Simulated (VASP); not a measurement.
# NaCl in VASP: notebook

Runs on NaCl. Level: PBE. Tasks: single point.

Everything below comes from runs of VASP 6.6.1. Logs are shortened: lines on timing, memory, paths and dates and some standing lists are left out, and cuts for length are marked.

## 1. The cell of the first run

The structure is cubic, space group F-43m (No. 216). The conventional cell has a = 6.020 Å, b = 6.020 Å, c = 6.020 Å, α = 90.00°, β = 90.00°, γ = 90.00°. Na (site symmetry -43m) has 4 Cl at 2.61 Å within 3.4 Å. Cl (site symmetry -43m) has 4 Na at 2.61 Å within 3.4 Å.

## 2. Single point, PBE (strain -2.5%)

File INCAR:

```
SYSTEM = NaCl
PREC = Accurate
ENCUT = 500
EDIFF = 1E-6
ISMEAR = 0
SIGMA = 0.01
LREAL = .FALSE.
LASPH = .TRUE.
NELM = 120
ALGO = Normal
ISIF = 2
LWAVE = .FALSE.
LCHARG = .TRUE.
GGA = PE
LELF = .TRUE.
LVHAR = .TRUE.
NBANDS = 14
GGA_COMPAT = .FALSE.
```

File KPOINTS:

```
Automatic mesh
0
G
  4 4 4
  0 0 0
```

File POSCAR:

```
NaCl
1.0
    0.0000000000      3.0100910318      3.0100910318
    3.0100910318      0.0000000000      3.0100910318
    3.0100910318      3.0100910318      0.0000000000
Na Cl
1 1
Direct
    0.0000000000      0.0000000000      0.0000000000
    0.2500000000      0.2500000000      0.2500000000
```

Potentials or basis: VASP PAW PBE potentials, release 64 (Na_pv, Cl).

Launch:

```
cat potpaw_PBE.64/Na_pv/POTCAR potpaw_PBE.64/Cl/POTCAR > POTCAR
mpirun -np 1 vasp_std > vasp.out
```

OUTCAR:

```text
SYSTEM = NaCl
   PREC = Accurate
   ENCUT = 500
   EDIFF = 1E-6
   ISMEAR = 0
   LREAL = .FALSE.
   LASPH = .TRUE.
   NELM = 120
   ISIF = 2
   GGA = PE

 ion  position               nearest neighbor table
   1  0.000  0.000  0.000-   2 2.61   2 2.61   2 2.61   2 2.61
   2  0.250  0.250  0.250-   1 2.61   1 2.61   1 2.61   1 2.61

  LATTYP: Found a face centered cubic cell.
 ALAT       =     6.0201820636

  Lattice vectors:

 A1 = (   0.0000000000,   3.0100910318,   3.0100910318)
 A2 = (   3.0100910318,   0.0000000000,   3.0100910318)
 A3 = (   3.0100910318,   3.0100910318,   0.0000000000)

Analysis of symmetry for initial positions (statically):
=====================================================================
 Subroutine PRICEL returns:
 Original cell was already a primitive cell.

 Routine SETGRP: Setting up the symmetry group for a
 face centered cubic supercell.

 Subroutine GETGRP returns: Found 24 space group operations
 (whereof 24 operations were pure point group operations)
 out of a pool of 48 trial point group operations.

The static configuration has the point symmetry T_d .

Analysis of symmetry for dynamics (positions and initial velocities):
=====================================================================
 Subroutine PRICEL returns:
 Original cell was already a primitive cell.

 Routine SETGRP: Setting up the symmetry group for a
 face centered cubic supercell.

 Subroutine GETGRP returns: Found 24 space group operations
 (whereof 24 operations were pure point group operations)
 out of a pool of 48 trial point group operations.

The dynamic configuration has the point symmetry T_d .

 Subroutine INISYM returns: Found 24 space group operations
 (whereof 24 operations are pure point group operations),
 and found     1 'primitive' translations

----------------------------------------------------------------------------------------

                                     Primitive cell

  volume of cell :      54.5468

  direct lattice vectors                    reciprocal lattice vectors
     0.000000000  3.010091032  3.010091032    -0.166107933  0.166107933  0.166107933
     3.010091032  0.000000000  3.010091032     0.166107933 -0.166107933  0.166107933
     3.010091032  3.010091032  0.000000000     0.166107933  0.166107933 -0.166107933

  length of vectors
     4.256911561  4.256911561  4.256911561     0.287707380  0.287707380  0.287707380

  position of ions in fractional coordinates (direct lattice)
     0.000000000  0.000000000  0.000000000
     0.250000000  0.250000000  0.250000000

  ion indices of the primitive-cell ions
   primitive index   ion index
                 1           1
                 2           2

----------------------------------------------------------------------------------------

 KPOINTS: Automatic mesh

Automatic generation of k-mesh.
 Grid dimensions read from file:
 generate k-points for:    4    4    4

 Generating k-lattice:

  Cartesian coordinates                     Fractional coordinates (reciprocal lattice)
    -0.041526983  0.041526983  0.041526983     0.250000000  0.000000000  0.000000000
     0.041526983 -0.041526983  0.041526983     0.000000000  0.250000000  0.000000000
     0.041526983  0.041526983 -0.041526983     0.000000000  0.000000000  0.250000000

  Length of vectors
     0.071926845  0.071926845  0.071926845

  Shift w.r.t. Gamma in fractional coordinates (k-lattice)
     0.000000000  0.000000000  0.000000000

 Subroutine IBZKPT returns following result:
 ===========================================

 Found      8 irreducible k-points:

 Following reciprocal coordinates:
            Coordinates               Weight
  0.000000  0.000000  0.000000      1.000000
  0.250000  0.000000  0.000000      8.000000
  0.500000  0.000000  0.000000      4.000000
  0.250000  0.250000  0.000000      6.000000
  0.500000  0.250000  0.000000     24.000000
 -0.250000  0.250000  0.000000     12.000000
  0.500000  0.500000  0.000000      3.000000
 -0.250000  0.500000  0.250000      6.000000
   k-points           NKPTS =      8   k-points in BZ     NKDIM =      8   number of bands    NBANDS=     14
   number of dos      NEDOS =    301   number of ions     NIONS =      2
   total plane-waves  NPLWV =  32768
   dimension x,y,z NGX =    32 NGY =   32 NGZ =   32
   dimension x,y,z NGXF=    64 NGYF=   64 NGZF=   64
   ions per type =               1   1
   NGX,Y,Z   is equivalent  to a cutoff of  12.50, 12.50, 12.50 a.u.
   NGXF,Y,Z  is equivalent  to a cutoff of  24.99, 24.99, 24.99 a.u.
 SYSTEM =  NaCl
   PREC   = accura    normal or accurate (medium, high low for compatibility)
   ISTART =      0    job   : 0-new  1-cont  2-samecut
   ICHARG =      2    charge: 1-file 2-atom 10-const
   ISPIN  =      1    spin polarized calculation?
   LNONCOLLINEAR =      F non collinear calculations
   LSORBIT =      F    spin-orbit coupling
   LASPH  =      T    aspherical Exc in radial PAW
   ENCUT  =  500.0 eV  36.75 Ry    6.06 a.u.   7.76  7.76  7.76*2*pi/ulx,y,z
   NELM   =    120;   NELMIN=  2; NELMDL= -5     # of ELM steps
   EDIFF  = 0.1E-05   stopping-criterion for ELM
   LREAL  =      F    real-space projection
[... 7 lines left out ...]
   TEBEG  =    0.0;   TEEND  =   0.0 temperature during run
   PSTRESS=    0.0 pullay stress
   NELECT =      14.0000    total number of electrons
   NUPDOWN=      -1.0000    fix difference up-down
   EMIN   =  10.00;   EMAX   =-10.00  energy-range for DOS
   EFERMI =   0.00;   METHOD = LEGACY
   ISMEAR =     0;   SIGMA  =   0.01  broadening in eV -4-tet -1-fermi 0-gaus
   EFERMI_NEDOS =   21; number of points for ismear=-14 and -15
   IALGO  =     38    algorithm
   IMIX   =      4    mixing-type and parameters
     AMIX     =   0.40;   BMIX     =  1.00
     AMIX_MAG =   1.60;   BMIX_MAG =  1.00
  volume/ion in A,a.u.               =      27.27       184.05
  Fermi-wavevector in a.u.,A,eV,Ry     =   1.040386  1.966045 14.726991  1.082403
  Thomas-Fermi vector in A             =   2.174959
   LORBIT       =      0    0 simple, 1 ext, 2 COOP (PROOUT), +10 PAW based schemes
   GGA     = PE    functional components
   LHFCALC =     F    Hartree Fock is set to
   AEXX    =    0.0000 exact exchange contribution
   IVDW    =     0    specifies the selected vdW correction
   LEPSILON=     F    determine dielectric tensor
   LRPA    =     F    only Hartree local field effects (RPA)
 non-spin polarized calculation
 Gauss-broadening in eV      SIGMA  =   0.01
  energy-cutoff  :      500.00
  volume of cell :       54.55
 maximum number of plane-waves:      1411
 NGX is ok and might be reduce to    32
   NGX = 15   NGY = 15   NGZ = 15

 number of electron      13.9999996 magnetization

 Free energy of the ion-electron system (eV)
  ---------------------------------------------------
  ext. energy  EPLUGINS =         0.00000000
  ---------------------------------------------------
  free energy    TOTEN  =        -6.59496982 eV

  energy without entropy =       -6.59496982  energy(sigma->0) =       -6.59496982

 E-fermi :  -1.9516     XC(G=0):  -7.1434

 val. band max:       -2.0906601884   @ k =   0.0000   0.0000   0.0000
 cond. band min:       3.0387460519   @ k =   0.0000   0.0000   0.0000
 fundamental gap:      5.1294062403
 Fermi energy:        -1.9516412431

 k-point     1 :       0.0000    0.0000    0.0000
  band No.  band energies     occupation
      1     -22.5099      2.00000
      2     -22.5099      2.00000
      3     -22.5099      2.00000
      4     -14.3016      2.00000
      5      -2.0907      2.00000
      6      -2.0907      2.00000
      7      -2.0907      2.00000
      8       3.0387      0.00000
      9       9.3758      0.00000
     10       9.3758      0.00000
     11       9.3758      0.00000
     12      11.1232      0.00000
     13      11.1232      0.00000
     14      13.8458      0.00000

 k-point     2 :       0.2500    0.0000    0.0000
  band No.  band energies     occupation
      1     -22.5205      2.00000
      2     -22.5110      2.00000
      3     -22.5110      2.00000
      4     -14.2098      2.00000
      5      -2.7607      2.00000
      6      -2.1419      2.00000
      7      -2.1419      2.00000
      8       4.3202      0.00000
      9       8.2472      0.00000
     10       9.3027      0.00000
     11       9.3027      0.00000
     12      10.9509      0.00000
     13      10.9509      0.00000
     14      12.3751      0.00000

 k-point     3 :       0.5000    0.0000    0.0000
  band No.  band energies     occupation
      1     -22.5309      2.00000
      2     -22.5122      2.00000
      3     -22.5122      2.00000
      4     -14.1159      2.00000
      5      -3.2814      2.00000
      6      -2.1915      2.00000
      7      -2.1915      2.00000
      8       5.7237      0.00000
      9       7.1857      0.00000
     10       8.7426      0.00000
     11       8.7426      0.00000
     12      12.7986      0.00000
     13      13.0905      0.00000
     14      13.0905      0.00000

 k-point     4 :       0.2500    0.2500    0.0000
  band No.  band energies     occupation
      1     -22.5215      2.00000
      2     -22.5126      2.00000
      3     -22.5126      2.00000
      4     -14.1799      2.00000
      5      -2.7436      2.00000
      6      -2.2622      2.00000
      7      -2.2622      2.00000
      8       4.6001      0.00000
      9       7.9635      0.00000
     10       8.5460      0.00000
     11      10.1317      0.00000
     12      10.1317      0.00000
     13      11.9610      0.00000
     14      14.9840      0.00000

 k-point     5 :       0.5000    0.2500    0.0000
  band No.  band energies     occupation
      1     -22.5296      2.00000
      2     -22.5160      2.00000
      3     -22.5138      2.00000
      4     -14.0867      2.00000
      5      -3.0677      2.00000
      6      -2.5212      2.00000
      7      -2.3109      2.00000
      8       5.7648      0.00000
      9       7.1678      0.00000
     10       8.3713      0.00000
     11       9.8002      0.00000
     12      11.2034      0.00000
     13      13.3235      0.00000
     14      13.7835      0.00000

 k-point     6 :      -0.2500    0.2500    0.0000
  band No.  band energies     occupation
      1     -22.5269      2.00000
      2     -22.5161      2.00000
      3     -22.5122      2.00000
      4     -14.1173      2.00000
      5      -2.9697      2.00000
      6      -2.5535      2.00000
      7      -2.1937      2.00000
      8       5.7807      0.00000
      9       7.3775      0.00000
     10       8.1589      0.00000
     11       9.3896      0.00000
     12      10.9210      0.00000
     13      13.0388      0.00000
     14      13.7145      0.00000

 k-point     7 :       0.5000    0.5000    0.0000
  band No.  band energies     occupation
      1     -22.5327      2.00000
      2     -22.5154      2.00000
      3     -22.5154      2.00000
      4     -14.0567      2.00000
      5      -3.1764      2.00000
      6      -2.4233      2.00000
      7      -2.4233      2.00000
      8       4.9962      0.00000
      9       7.1108      0.00000
     10       9.1172      0.00000
     11      11.6247      0.00000
     12      11.6247      0.00000
     13      13.4191      0.00000
     14      13.7880      0.00000

 k-point     8 :      -0.2500    0.5000    0.2500
  band No.  band energies     occupation
      1     -22.5302      2.00000
      2     -22.5179      2.00000
      3     -22.5154      2.00000
      4     -14.0561      2.00000
      5      -2.8457      2.00000
      6      -2.7993      2.00000
      7      -2.4768      2.00000
      8       5.8582      0.00000
      9       7.6918      0.00000
     10       8.4743      0.00000
     11       8.8953      0.00000
     12      12.6573      0.00000
     13      12.6611      0.00000
     14      13.7036      0.00000

------------------------ aborting loop because EDIFF is reached ----------------------------------------

  FORCE on cell =-STRESS in cart. coord.  units (eV):
  Direction    XX          YY          ZZ          XY          YZ          ZX
  --------------------------------------------------------------------------------------
  -------------------------------------------------------------------------------------
  Total        0.8378570      0.8378570      0.8378570      0.0000000      0.0000000     -0.0000000
  in kB       24.6099995     24.6099995     24.6099995      0.0000000      0.0000000     -0.0000000
  external PRESSURE =      24.6099995 kB  Pullay stress =       0.0000000 kB

 VOLUME and BASIS-vectors are now :
 -----------------------------------------------------------------------------
  energy-cutoff  :      500.00
  volume of cell :       54.55
      direct lattice vectors                 reciprocal lattice vectors
     0.000000000  3.010091032  3.010091032    -0.166107933  0.166107933  0.166107933
     3.010091032  0.000000000  3.010091032     0.166107933 -0.166107933  0.166107933
     3.010091032  3.010091032  0.000000000     0.166107933  0.166107933 -0.166107933

 POSITION                                       TOTAL-FORCE (eV/Angst)
 -----------------------------------------------------------------------------------
      0.00000      0.00000      0.00000         0.000000      0.000000      0.000000
      1.50505      1.50505      1.50505        -0.000000     -0.000000     -0.000000
 -----------------------------------------------------------------------------------
    total drift:                                0.000000      0.000000      0.000000

  FREE ENERGIE OF THE ION-ELECTRON SYSTEM (eV)
  ---------------------------------------------------
  free  energy   TOTEN  =        -6.5949698168 eV

  energy  without entropy=       -6.5949698168  energy(sigma->0) =       -6.59496982
```

Wall time 8.4 s (1 thread of Intel Xeon Platinum 8375C at 2.90GHz (Ice Lake), shared host); peak memory 0.16 GiB.

Results:

| Quantity | Value |
| --- | --- |
| Free energy | -6.5950 eV |
| Pressure | 2.5 GPa |
| Band gap on the k mesh | 5.13 eV |

Levels at points of the mesh, in eV from the valence-band top:
```
           k point  band 5  band 6  band 7  band 8  band 9  band 10
(0.00, 0.00, 0.00)    0.00    0.00    0.00    5.13   11.47    11.47
(0.50, 0.00, 0.00)   -1.19   -0.10   -0.10    7.81    9.28    10.83
(0.50, 0.50, 0.00)   -1.09   -0.33   -0.33    7.09    9.20    11.21
```

Caveat: the k points lie up to 0.45 Å⁻¹ apart; the cell differs from its parent crystal (strain -2.5%).

## 3. Single point, PBE

This run uses another cell than the first one, of 29.43 Å³/atom.

File INCAR:

```
SYSTEM = NaCl
  PREC = Accurate
  ENCUT = 500
  EDIFF = 1E-6
  ISMEAR = 0
  SIGMA = 0.01
  LREAL = .FALSE.
  LASPH = .TRUE.
  NELM = 120
  ALGO = Normal
  ISIF = 2
  LWAVE = .FALSE.
  LCHARG = .FALSE.
  GGA = PE
  NBANDS = 14
  GGA_COMPAT = .FALSE.
```

File KPOINTS:

```
regular mesh
0
G
  4 4 4
  0 0 0
```

File POSCAR:

```
NaCl
1.0
    0.0000000000      3.0872728532      3.0872728532
    3.0872728532      0.0000000000      3.0872728532
    3.0872728532      3.0872728532      0.0000000000
Na Cl
1 1
Direct
    0.0000000000      0.0000000000      0.0000000000
    0.2500000000      0.2500000000      0.2500000000
```

Potentials or basis: VASP PAW PBE potentials, release 64 (Na_pv, Cl).

Launch:

```
cat potpaw_PBE.64/Na_pv/POTCAR potpaw_PBE.64/Cl/POTCAR > POTCAR
mpirun -np 1 vasp_std > vasp.out
```

Run time: 7.2 s. Hardware: 1 thread of Intel Xeon Platinum 8375C at 2.90GHz (Ice Lake), shared host; peak memory 0.16 GiB.

The run converged. Its results:

```yaml
Free_energy: -6.6373 eV
Pressure: 0.7 GPa
Band_gap_on_the_k_mesh: 4.94 eV
```

Levels at points of the mesh, in eV from the valence-band top:
```
           k point  band 5  band 6  band 7  band 8  band 9  band 10
(0.00, 0.00, 0.00)    0.00    0.00    0.00    4.94   11.22    11.22
(0.50, 0.00, 0.00)   -1.06   -0.09   -0.09    7.58    8.92    10.66
(0.50, 0.50, 0.00)   -0.97   -0.30   -0.30    7.04    9.07    10.61
```

Caveat: the k points lie up to 0.44 Å⁻¹ apart.

## 4. Single point, PBE (strain along [111] -1.5%)

File INCAR:

```
  PREC = Accurate
  ENCUT = 500
  EDIFF = 1E-6
  ISMEAR = 0
  SIGMA = 0.01
  LREAL = False
  LASPH = True
  NELM = 120
  ALGO = Normal
  ISIF = 2
  LWAVE = False
  LCHARG = False
  GGA = PE
  NBANDS = 14
  GGA_COMPAT = False
```

File KPOINTS:

```
regular mesh
0
Gamma
  4 4 4
```

File POSCAR:

```
NaCl
1.0
   -0.0308727285      3.0564001246      3.0564001246
    3.0564001246     -0.0308727285      3.0564001246
    3.0564001246      3.0564001246     -0.0308727285
Na Cl
1 1
Direct
   -0.0011866263     -0.0011866263     -0.0011866263
    0.2511866263      0.2511866263      0.2511866263
```

Launch:

```
cat potpaw_PBE.64/Na_pv/POTCAR potpaw_PBE.64/Cl/POTCAR > POTCAR
mpirun -np 1 vasp_std > vasp.out
```

It took 10 s on 1 thread of Intel Xeon Platinum 8375C at 2.90GHz (Ice Lake), shared host; peak memory 0.17 GiB.

Results (log left out):

| Quantity | Value |
| --- | --- |
| Free energy | -6.6321 eV |
| Pressure | 1.0 GPa |
| Band gap on the k mesh | 4.95 eV |

Forces on the atoms (eV/Å):
```
Na  -0.001 -0.001 -0.001
Cl   0.001  0.001  0.001
```

Stress tensor (GPa, compression positive):
```
0.98 0.05 0.05
0.05 0.98 0.05
0.05 0.05 0.98
```

Levels at points of the mesh, in eV from the valence-band top:
| k point | band 3 | band 4 | band 5 | band 6 | band 7 | band 8 | band 9 | band 10 | band 11 | band 12 |
| --- | --- | --- | --- | --- | --- | --- | --- | --- | --- | --- |
| (0.00, 0.00, 0.00) | -20.59 | -12.16 | -0.04 | -0.04 | 0.00 | 4.95 | 11.19 | 11.19 | 11.36 | 13.02 |
| (0.50, 0.00, 0.00) | -20.59 | -12.01 | -1.11 | -0.12 | -0.10 | 7.60 | 8.94 | 10.63 | 10.75 | 14.45 |
| (0.50, 0.50, 0.00) | -20.59 | -11.96 | -1.01 | -0.35 | -0.31 | 7.02 | 9.07 | 10.70 | 13.20 | 13.30 |
| (0.50, 0.50, 0.50) | -20.59 | -12.00 | -1.10 | -0.14 | -0.14 | 7.60 | 9.02 | 10.60 | 10.60 | 14.40 |

Caveat: the k points lie up to 0.44 Å⁻¹ apart; the cell differs from its parent crystal (strain along [111] -1.5%).

## 5. The runs side by side

```csv
cell,gap on the mesh (eV),pressure (GPa)
"a = 4.257 Å, angles 60.0°, 2 atoms, atomic positions A",5.13,2.5
"a = 4.366 Å, angles 60.0°, 2 atoms, atomic positions A",4.94,0.7
"a = 4.323 Å, angles 60.7°, 2 atoms, atomic positions B",4.95,1.0
```

Alike in all rows: task single point; level PBE; potentials or basis VASP PAW PBE potentials, release 64 (Na_pv, Cl); no spin polarisation; k mesh 4 × 4 × 4; cutoff (eV) 500; smearing gaussian 0.01 eV.

Caveats: all runs use coarse meshes.

Absolute energies hang on the potentials; compare differences alone.
